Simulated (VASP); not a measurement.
Wanted: the native input for a VASP 6.6.1 run.

| Property | Result |
| --- | --- |
| Task | single point |
| Functional | LDA |
| Potentials or basis | VASP PAW LDA potentials, release 64 (Mg_sv, O) |
| Cutoff | 840 eV |
| k mesh | 10 × 10 × 10 |
| Occupations | gaussian, width 0.01 eV |
| Spin | no spin polarisation |
| Dipole correction | no |
| Further INCAR settings | ALGO = Normal; EDIFF = 1e-06; NBANDS = 15 |

The structure of MgO lies in POSCAR:

```
MgO
1.0
    2.0642571146      2.0642571146      0.0000000000
   -2.0642571146      2.0642571146      0.0000000000
    0.0000000000      2.0642571146      2.0642571146
Mg O
1 1
Direct
    0.0000000000      0.0000000000      0.0000000000
    0.5000000000      0.5000000000      0.0000000000
```

The input as run:

INCAR

```
ALGO = Normal
EDIFF = 1E-6
ENCUT = 840
GGA = CA
GGA_COMPAT = False
ISIF = 2
ISMEAR = 0
LASPH = True
LCHARG = False
LREAL = False
LWAVE = False
NBANDS = 15
NELM = 120
PREC = Accurate
SIGMA = 0.01
```

KPOINTS

```
k-points
0
Gamma
  10 10 10
```

Potentials or basis: VASP PAW LDA potentials, release 64 (Mg_sv, O).

The run is started by

```console
$ cat potpaw_LDA.64/Mg_sv/POTCAR potpaw_LDA.64/O/POTCAR > POTCAR
$ mpirun -np 1 vasp_std > vasp.out
```

Results of the run:

The pressure is 4.7 GPa and the band gap on the k mesh is 5.27 eV.

Caveat: the cell stands under pressure.

Run time: 10 s on 1 thread of Intel(R) Xeon(R) 6975P-C (Granite Rapids), with other jobs on the host, peak memory 0.14 GiB.
